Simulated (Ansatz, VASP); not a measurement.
## Two plane-wave programs on Fe

```
Fe
1.0
    -1.39446    1.39446    1.39446
     1.39446   -1.39446    1.39446
     1.39446    1.39446   -1.39446
Fe
1
Direct
  0.00000 0.00000 0.00000
```

Alike in both runs: functional PBEsol; k mesh 10 × 10 × 10; occupations gaussian, width 0.1 eV; collinear spin.

Ansatz relaxed the structure, and its values are those at the end. VASP's run is a single point on that final structure, the one shown.

|  | VASP | Ansatz |
| --- | --- | --- |
| version | VASP 6.6.1 | Ansatz 0.2.0 |
| potentials or method | VASP PAW PBE potentials, release 64 (Fe), cutoff 520 eV | scalar-relativistic, plane waves, PAW |
| valence electrons in the cell | 8 | 16 |

Ansatz gave:

- gap on the k mesh at the Fermi level (eV): none
- pressure (GPa): 0.1
- net moment per atom (μB): 2.12
- size of the moment on the site where the two differ most (μB): 2.16

Q: What did VASP give for the same quantities?

A: gap on the k mesh at the Fermi level (eV): none; pressure (GPa): -0.2; net moment per atom (μB): 2.13; size of the moment on the site where the two differ most (μB): 2.11.

VASP's potentials were made for PBE, not for PBEsol. Site moments also hang on the region over which each program counts them. A gap of «none» marks a metal or a gap that the smearing closes. The functional is the same, so the differences come from potentials, cutoffs and numerics. VASP's potentials hold 8 valence electrons a cell and Ansatz's 16, so a difference there can come from the potentials and not from the codes.
